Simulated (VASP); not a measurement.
Wanted: the native input for a VASP 6.6.1 run.

| Quantity | Value |
| --- | --- |
| Task | single point |
| Functional | PBE |
| Potentials or basis | VASP PAW PBE potentials, release 64 (Sb, Se) |
| Cutoff | 500 eV |
| k mesh | 3 × 3 × 2 |
| Occupations | gaussian, width 0.15 eV |
| Spin | no spin polarisation |
| Dipole correction | no |
| Further INCAR settings | ALGO = Normal; EDIFF = 1e-06; NBANDS = 22 |

The structure of Sb2Se3 lies in POSCAR:

```
Sb2Se3
1.0
    5.2907978395      0.0000000000      0.0000000000
   -2.6453989197      4.5819653353      0.0000000000
    0.0000000000      0.0000000000      8.3258572574
Sb Se
2 3
Direct
    0.0000000000      0.0000000000      0.8478667056
    0.0000000000      0.0000000000      0.1521332944
    0.5000000000      0.0000000000      0.5000000000
    0.0000000000      0.5000000000      0.5000000000
    0.5000000000      0.5000000000      0.5000000000
```

One way to write it, as run:

INCAR

```
  ALGO = Normal
  EDIFF = 1E-6
  ENCUT = 500
  GGA = PE
  GGA_COMPAT = False
  ISIF = 2
  ISMEAR = 0
  LASPH = True
  LCHARG = False
  LREAL = False
  LWAVE = False
  NBANDS = 22
  NELM = 120
  PREC = Accurate
  SIGMA = 0.15
```

KPOINTS

```
k-points
0
Gamma
  3 3 2
```

Potentials or basis: VASP PAW PBE potentials, release 64 (Sb, Se).

Command:

```sh
$ cat potpaw_PBE.64/Sb/POTCAR potpaw_PBE.64/Se/POTCAR > POTCAR
$ mpirun -np 1 vasp_std > vasp.out
```

It gave:

The pressure is 0.2 GPa. The largest force is 0.016 eV/Å.

Caveat: the k points lie up to 0.46 Å⁻¹ apart; this functional lacks dispersion, which binds the layers, so the pressure and a relaxed spacing across them are unreliable.

Wall time 68 s on 1 thread of AMD EPYC 7R13 (shared host), peak memory 0.27 GiB.
